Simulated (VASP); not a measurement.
Write the native input for VASP 6.6.1 that does the following.

* Task: relaxation of cell and atoms
* Functional: PBE
* Potentials or basis: VASP PAW PBE potentials, release 64 (Al)
* Cutoff: 600 eV
* k mesh: 18 × 18 × 18
* Occupations: gaussian, width 0.1 eV
* Spin: no spin polarisation
* Dipole correction: no
* Further INCAR settings: ALGO = Fast; EDIFF = 1e-06; IBRION = 2; EDIFFG = -0.005; NSW = 100; ISIF = 3

The structure of Al lies in POSCAR:

```
Al
1.0
    0.0000000000      2.0248050000      2.0248050000
    2.0248050000      0.0000000000      2.0248050000
    2.0248050000      2.0248050000      0.0000000000
Al
1
Direct
    0.0000000000      0.0000000000      0.0000000000
```

These files were run (other wordings do the same):

INCAR

```
SYSTEM = Al
ALGO     = Fast           ! electronic algorithm
EDIFF    = 1E-6           ! SCF threshold, eV
EDIFFG   = -0.005         ! ionic threshold
ENCUT    = 600            ! plane-wave cutoff, eV
GGA      = PE             ! functional
IBRION   = 2              ! ionic algorithm
ISIF     = 3              ! what is computed and relaxed
ISMEAR   = 0              ! smearing method
LASPH    = .True.         ! aspherical terms in the spheres
LCHARG   = .False.        ! write CHGCAR
LREAL    = .False.        ! projectors in reciprocal space
LWAVE    = .False.        ! write WAVECAR
NELM     = 60             ! most SCF steps
NSW      = 100            ! ionic steps
PREC     = Accurate       ! precision mode
SIGMA    = 0.1            ! smearing width, eV
```

KPOINTS

```
k-points
0
Gamma
  18 18 18
  0 0 0
```

Potentials or basis: VASP PAW PBE potentials, release 64 (Al).

The run is started by

```sh
$ cat potpaw_PBE.64/Al/POTCAR > POTCAR
$ mpirun -np 1 vasp_std > vasp.out
```

It gave:

| Item | Value |
| --- | --- |
| Relaxed volume | 16.49 Å³/atom |
| Relaxed cell | a = 2.857 Å, b = 2.857 Å, c = 2.857 Å, α = 60.00°, β = 60.00°, γ = 60.00° |
| Space group after relaxing (to 0.05 Å) | Fm-3m (No. 225) |
| Energy gained by relaxing | 0.2 meV/atom |
| Ionic steps | 3 |
| Pressure after relaxing | 0.0 GPa |

Wall time 20 s on 1 thread of AMD EPYC 7R43 64-Core Processor (Zen 3), with other jobs on the host, peak memory 0.11 GiB.
